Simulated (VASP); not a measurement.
## CaO: single point with HSE06

Crystal: CaO.

```
Ca O
1.0
     0.00000    2.60673    2.60673
     2.60673    0.00000    2.60673
     2.60673    2.60673    0.00000
Ca O
1 1
Direct
  0.00000 0.00000 0.00000
  0.25000 0.25000 0.25000
```

```
Program                            : VASP 6.6.1
Task                               : single point
Functional                         : HSE06
Potentials or basis                : VASP PAW PBE potentials, release 64 (Ca_sv, O)
Cutoff                             : 520 eV
k mesh                             : 4 × 4 × 4
Occupations                        : gaussian, width 0.01 eV
Spin                               : no spin polarisation
Dipole correction                  : no
Grid for exact exchange (PRECFOCK) : Normal
Further INCAR settings             : ALGO = Normal; EDIFF = 1e-06; NBANDS = 15
Share of exact exchange            : 0.25
Screening parameter                : 0.2079 1/Å
```

```yaml
Pressure: 0.6 GPa
Band_gap_on_the_k_mesh: 4.71 eV (least direct gap 5.34 eV)
```

Levels at points of the mesh, in eV from the valence-band top:
```csv
k point,band 6,band 7,band 8,band 9,band 10,band 11
"(0.00, 0.00, 0.00)",-0.62,-0.62,-0.62,4.71,10.11,10.11
"(0.50, 0.00, 0.00)",-1.05,-0.35,-0.35,7.85,9.80,9.93
"(0.50, 0.50, 0.00)",-1.49,0.00,0.00,6.52,8.44,11.32
```

Wall time 5.3 min on 1 thread of Intel(R) Xeon(R) Platinum 8259CL CPU @ 2.50GHz (Skylake/Cascade Lake), with other jobs on the host, peak memory 0.27 GiB.

Caveat: the k points lie up to 0.52 Å⁻¹ apart; the structure was generated, so it needn't be the stable form of CaO; the PAW data sets were made with another functional, which shifts forces and pressure a little. A k mesh can miss the band edges.
